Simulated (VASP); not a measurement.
# AlN (P3m1) in VASP: a series of runs, part 2 of 2

VASP 6.6.1. The steps go on from the part before.

### 4 Single point, r2SCAN

This run uses another cell than the first one, of 12.49 Å³/atom, 1.091 times its volume.

Contents of POSCAR:

```
AlN
1.0
   -3.1066653375      0.0000000000      0.0000000000
   -1.5533326688     -2.6904511034      0.0000000000
    0.0000000000      0.0000000000     11.9568096770
Al N
4 4
Direct
    0.3333333333      0.3333333333      0.5451029543
    0.3333333333      0.3333333333      0.1287373038
    0.6666666667      0.6666666667      0.7532857795
    0.6666666667      0.6666666667      0.3369201291
    0.3333333333      0.3333333333      0.7039939971
    0.3333333333      0.3333333333      0.2876283466
    0.6666666667      0.6666666667      0.0794455214
    0.6666666667      0.6666666667      0.4958111718
```

Contents of INCAR.step1:

```
SYSTEM = AlN
  ALGO = Normal
  EDIFF = 1E-4
  ENCUT = 520
  GGA = PE
  ISMEAR = 0
  LASPH = .TRUE.
  LCHARG = .FALSE.
  LREAL = .FALSE.
  LWAVE = .TRUE.
  NBANDS = 26
  NELM = 60
  PREC = Accurate
  SIGMA = 0.05
```

Contents of INCAR.step2:

```
SYSTEM = AlN
  ALGO = Normal
  EDIFF = 1E-6
  ENCUT = 520
  ISIF = 2
  ISMEAR = 0
  ISTART = 1
  LASPH = .TRUE.
  LCHARG = .TRUE.
  LELF = .TRUE.
  LMIXTAU = .TRUE.
  LREAL = .FALSE.
  LVHAR = .TRUE.
  LWAVE = .FALSE.
  METAGGA = R2SCAN
  NBANDS = 26
  NELM = 60
  PREC = Accurate
  SIGMA = 0.05
```

Contents of KPOINTS:

```
k-points
0
G
  8 8 3
  0 0 0
```

Potentials or basis: VASP PAW PBE potentials, release 64 (Al, N).

The run is started by

```bash
$ cat potpaw_PBE.64/Al/POTCAR potpaw_PBE.64/N/POTCAR > POTCAR
$ cp INCAR.step1 INCAR
$ mpirun -np 1 vasp_std > vasp.out
$ cp INCAR.step2 INCAR
$ mpirun -np 1 vasp_std > vasp.out
```

OUTCAR:

```text
SYSTEM = AlN
   EDIFF = 1E-6
   ENCUT = 520
   ISIF = 2
   ISMEAR = 0
   ISTART = 1
   LASPH = .TRUE.
   LREAL = .FALSE.
   METAGGA = R2SCAN
   NELM = 60
   PREC = Accurate

 ion  position               nearest neighbor table
   1  0.333  0.333  0.545-   8 1.89   8 1.89   8 1.89   5 1.90   4 3.07   3 3.07   3 3.07   4 3.07
                             3 3.07   4 3.07
   2  0.333  0.333  0.129-   7 1.89   7 1.89   7 1.89   6 1.90   4 3.07   4 3.07   4 3.07
   3  0.667  0.667  0.753-   5 1.89   5 1.89   5 1.89   1 3.07   1 3.07   1 3.07
   4  0.667  0.667  0.337-   6 1.89   6 1.89   6 1.89   8 1.90   1 3.07   1 3.07   1 3.07   2 3.07
                             2 3.07   2 3.07
   5  0.333  0.333  0.704-   3 1.89   3 1.89   3 1.89   1 1.90
   6  0.333  0.333  0.288-   4 1.89   4 1.89   4 1.89   2 1.90
   7  0.667  0.667  0.079-   2 1.89   2 1.89   2 1.89
   8  0.667  0.667  0.496-   1 1.89   1 1.89   1 1.89   4 1.90

  LATTYP: Found a hexagonal cell.
 ALAT       =     3.1066653376
 C/A-ratio  =     3.8487601263

  Lattice vectors:

 A1 = (   1.5533326688,   2.6904511034,   0.0000000000)
 A2 = (  -3.1066653375,   0.0000000000,   0.0000000000)
 A3 = (   0.0000000000,   0.0000000000,  11.9568096770)

Analysis of symmetry for initial positions (statically):
[... 195 lines left out ...]
      3     -10.5031      2.00000
      4      -8.2121      2.00000
      5      -2.7676      2.00000
      6      -0.4718      2.00000
[... 685 lines left out ...]
     25      14.6305      0.00000
     26      15.1240      0.00000

 [... further k-points ...]

------------------------ aborting loop because EDIFF is reached ----------------------------------------

  FORCE on cell =-STRESS in cart. coord.  units (eV):
  Direction    XX          YY          ZZ          XY          YZ          ZX
  --------------------------------------------------------------------------------------
  -------------------------------------------------------------------------------------
  Total       -0.7947786     -0.7947786     -3.8921791     -0.0000000      0.0000000      0.0000000
  in kB      -12.7415384    -12.7415384    -62.3976897     -0.0000000      0.0000000      0.0000000
  external PRESSURE =     -29.2935888 kB  Pullay stress =       0.0000000 kB

 VOLUME and BASIS-vectors are now :
 -----------------------------------------------------------------------------
  energy-cutoff  :      520.00
  volume of cell :       99.94
      direct lattice vectors                 reciprocal lattice vectors
    -3.106665337  0.000000000  0.000000000    -0.321888550  0.185842441  0.000000000
    -1.553332669 -2.690451103  0.000000000     0.000000000 -0.371684882  0.000000000
     0.000000000  0.000000000 11.956809677     0.000000000  0.000000000  0.083634350

 POSITION                                       TOTAL-FORCE (eV/Angst)
 -----------------------------------------------------------------------------------
     -1.55333     -0.89682      6.51769         0.000000      0.000000     -1.483892
     -1.55333     -0.89682      1.53929        -0.000000     -0.000000     -2.662224
     -3.10667     -1.79363      9.00689         0.000000      0.000000      0.169381
     -3.10667     -1.79363      4.02849         0.000000     -0.000000     -1.580657
     -1.55333     -0.89682      8.41752         0.000000      0.000000      1.311087
     -1.55333     -0.89682      3.43912         0.000000      0.000000      1.620615
     -3.10667     -1.79363      0.94991         0.000000      0.000000      1.242064
     -3.10667     -1.79363      5.92832         0.000000      0.000000      1.383626
 -----------------------------------------------------------------------------------
    total drift:                               -0.000001     -0.000001      0.009297

  FREE ENERGIE OF THE ION-ELECTRON SYSTEM (eV)
  ---------------------------------------------------
  free  energy   TOTEN  =       -73.1686605997 eV

  energy  without entropy=      -73.1666703614  energy(sigma->0) =      -73.16766548
```

OUTCAR.step1:

```text
SYSTEM = AlN
   EDIFF = 1E-4
   ENCUT = 520
   GGA = PE
   ISMEAR = 0
   LASPH = .TRUE.
   LREAL = .FALSE.
   NELM = 60
[... 940 lines left out ...]
     -1.55333     -0.89682      3.43912        -0.000000      0.000000      1.505388
     -3.10667     -1.79363      0.94991        -0.000000      0.000000      0.950191
     -3.10667     -1.79363      5.92832        -0.000000      0.000000      1.273087
 -----------------------------------------------------------------------------------
    total drift:                               -0.000000     -0.000000     -0.007237

  FREE ENERGIE OF THE ION-ELECTRON SYSTEM (eV)
  ---------------------------------------------------
  free  energy   TOTEN  =       -56.1946424630 eV

  energy  without entropy=      -56.1928015110  energy(sigma->0) =      -56.19372199
```

OSZICAR.step1:

```text
N       E                     dE             d eps       ncg     rms          rms(c)
DAV:   1     0.124236272352E+03    0.12424E+03   -0.14437E+04  1300   0.109E+03
DAV:   2    -0.555609292567E+02   -0.17980E+03   -0.16683E+03  1718   0.225E+02
DAV:   3    -0.680962139211E+02   -0.12535E+02   -0.12442E+02  1782   0.627E+01
DAV:   4    -0.682754305714E+02   -0.17922E+00   -0.17906E+00  1614   0.850E+00
DAV:   5    -0.682792400377E+02   -0.38095E-02   -0.38086E-02  1764   0.121E+00    0.177E+01
DAV:   6    -0.564088050673E+02    0.11870E+02   -0.34393E+01  1684   0.311E+01    0.634E+00
DAV:   7    -0.563356960047E+02    0.73109E-01   -0.24096E+00  1688   0.906E+00    0.489E+00
DAV:   8    -0.564491202624E+02   -0.11342E+00   -0.87405E-01  1710   0.536E+00    0.342E+00
DAV:   9    -0.562276023091E+02    0.22152E+00   -0.13329E-01  1688   0.311E+00    0.144E+00
DAV:  10    -0.562114874950E+02    0.16115E-01   -0.79832E-02  1728   0.213E+00    0.975E-01
DAV:  11    -0.561942906852E+02    0.17197E-01   -0.20394E-02  1706   0.102E+00    0.282E-01
DAV:  12    -0.561944505095E+02   -0.15982E-03   -0.33418E-03  1728   0.349E-01    0.156E-01
DAV:  13    -0.561947188395E+02   -0.26833E-03   -0.49141E-04  1590   0.153E-01    0.670E-02
DAV:  14    -0.561946424630E+02    0.76377E-04   -0.44138E-05  1304   0.661E-02
   1 F= -.56194642E+02 E0= -.56193722E+02  d E =-.184095E-02
```

Run time: 4.2 min. Hardware: 1 thread of Intel Xeon Platinum 8259CL at 2.50GHz (Skylake/Cascade Lake), shared host; peak memory 0.24 GiB.

What came out:

* Free energy: -73.1687 eV
* Pressure: -2.9 GPa
* Largest force: 2.662 eV/Å
* Band gap on the k mesh: zero (band 16 reaches 5.88 eV, above the bottom of band 17 at 5.77 eV)

Forces on the atoms (eV/Å):
```
Al   0.000  0.000 -1.484
Al   0.000  0.000 -2.662
Al   0.000  0.000  0.169
Al   0.000  0.000 -1.581
N    0.000  0.000  1.311
N    0.000  0.000  1.621
N    0.000  0.000  1.242
N    0.000  0.000  1.384
```

Caveat: the PAW data sets were made with another functional, which shifts forces and pressure a little.

### 5 Single point, r2SCAN

This run uses another cell than the first one, of 13.54 Å³/atom, 1.183 times its volume.

Contents of POSCAR:

```
AlN
1.0
   -3.1066653375      0.0000000000      0.0000000000
   -1.5533326688     -2.6904511034      0.0000000000
    0.0000000000      0.0000000000     12.9568096770
Al N
4 4
Direct
    0.3333333333      0.3333333333      0.5030321847
    0.3333333333      0.3333333333      0.1188014240
    0.6666666667      0.6666666667      0.6951475651
    0.6666666667      0.6666666667      0.3109168044
    0.3333333333      0.3333333333      0.6496600974
    0.3333333333      0.3333333333      0.2654293367
    0.6666666667      0.6666666667      0.0733139563
    0.6666666667      0.6666666667      0.4575447170
```

Contents of INCAR.step1:

```
PREC = Accurate ; ENCUT = 520
ISMEAR = 0 ; SIGMA = 0.05
LREAL = False ; LASPH = True
NELM = 100 ; NBANDS = 26
GGA = PE ; ALGO = Normal
EDIFF = 1E-4 ; LWAVE = True
LCHARG = False
```

Contents of INCAR.step2:

```
PREC = Accurate ; ENCUT = 520
EDIFF = 1E-6 ; ISMEAR = 0
SIGMA = 0.05 ; LREAL = False
LASPH = True ; NELM = 100
ALGO = Normal ; ISIF = 2
LWAVE = False ; LCHARG = False
METAGGA = R2SCAN ; LMIXTAU = True
NBANDS = 26 ; ISTART = 1
```

Contents of KPOINTS:

```
Automatic mesh
0
Gamma
  8 8 3
```

The run is started by

```bash
$ cat potpaw_PBE.64/Al/POTCAR potpaw_PBE.64/N/POTCAR > POTCAR
$ cp INCAR.step1 INCAR
$ mpirun -np 1 vasp_std > vasp.out
$ cp INCAR.step2 INCAR
$ mpirun -np 1 vasp_std > vasp.out
```

Wall time 4.5 min (1 thread of Intel Xeon Platinum 8259CL at 2.50GHz (Skylake/Cascade Lake), shared host); peak memory 0.25 GiB.

It converged, with:

| Property | Result |
| --- | --- |
| Free energy | -72.7055 eV |
| Pressure | -1.7 GPa |
| Largest force | 2.422 eV/Å |
| Band gap on the k mesh | zero (band 16 reaches 4.85 eV, above the bottom of band 17 at 4.68 eV) |

Forces on the atoms (eV/Å):
```
Al   0.000  0.000 -1.489
Al   0.000  0.000 -2.422
Al   0.000  0.000 -0.285
Al   0.000  0.000 -1.430
N    0.000  0.000  1.038
N    0.000  0.000  1.460
N    0.000  0.000  1.822
N    0.000  0.000  1.308
```

Stress tensor (GPa, compression positive):
```
-2.03  0.00  0.00
 0.00 -2.03  0.00
 0.00  0.00 -1.11
```

Levels at points of the mesh, in eV from the Fermi level:
```tsv
k point	band 14	band 15	band 16	band 17	band 18	band 19
(0.00, 0.00, 0.00)	-0.88	-0.74	0.10	0.10	3.64	4.48
(0.50, 0.00, 0.00)	-2.57	-0.68	-0.15	0.93	2.62	4.09
```

Caveat: the PAW data sets were made with another functional, which shifts forces and pressure a little.

### 6 The runs side by side

```tsv
cell	gap on the mesh (eV)	pressure (GPa)	largest force (eV/Å)
a = 3.107, b = 3.107, c = 10.957 Å, angles 90.0, 90.0, 60.0°, 8 atoms	1.47	-5.0	2.17
a = 3.107, b = 3.107, c = 11.457 Å, angles 90.0, 90.0, 60.0°, 8 atoms	0.11	-4.0	2.73
a = 3.107, b = 3.107, c = 11.957 Å, angles 90.0, 90.0, 60.0°, 8 atoms	none	-2.9	2.66
a = 3.107, b = 3.107, c = 12.957 Å, angles 90.0, 90.0, 60.0°, 8 atoms	none	-1.7	2.42
```

Alike in all rows: task single point; level r2SCAN; potentials or basis VASP PAW PBE potentials, release 64 (Al, N); no spin polarisation; k mesh 8 × 8 × 3; cutoff (eV) 520; smearing gaussian 0.05 eV.

Caveats: the PAW data sets were made with another functional, which shifts forces and pressure a little.

Absolute energies hang on the potentials; compare differences alone.
